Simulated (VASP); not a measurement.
BeS, 2 atoms in the cell. It takes space group F-43m (No. 216, cubic). Conventional cell: a = 4.836 Å, b = 4.836 Å, c = 4.836 Å, α = 90.00°, β = 90.00°, γ = 90.00°. Within 2.8 Å of Be (site symmetry -43m) lie 4 S at 2.09 Å. S (site symmetry -43m) has 4 Be at 2.09 Å within 2.8 Å. 

- Program: VASP 6.6.1
- Task: single point
- Functional: r2SCAN
- Potentials or basis: VASP PAW PBE potentials, release 64 (Be, S)
- Cutoff: 520 eV
- k mesh: 8 × 8 × 8
- Occupations: gaussian, width 0.01 eV
- Spin: no spin polarisation
- Dipole correction: no
- Further INCAR settings: ALGO = Normal; EDIFF = 1e-06; NBANDS = 11

Potentials or basis: VASP PAW PBE potentials, release 64 (Be, S).

Launch:

```bash
$ cat potpaw_PBE.64/Be/POTCAR potpaw_PBE.64/S/POTCAR > POTCAR
$ cp INCAR.step1 INCAR
$ mpirun -np 1 vasp_std > vasp.out
$ cp INCAR.step2 INCAR
$ mpirun -np 1 vasp_std > vasp.out
```

Hardware: 1 thread of Intel(R) Xeon(R) 6975P-C (Granite Rapids) (shared host).

Question: Estimate the wall time of this run.

Answer: It took 36 s on 1 thread of Intel(R) Xeon(R) 6975P-C (Granite Rapids) (shared host), peak memory 0.15 GiB. Counts: k points 29.
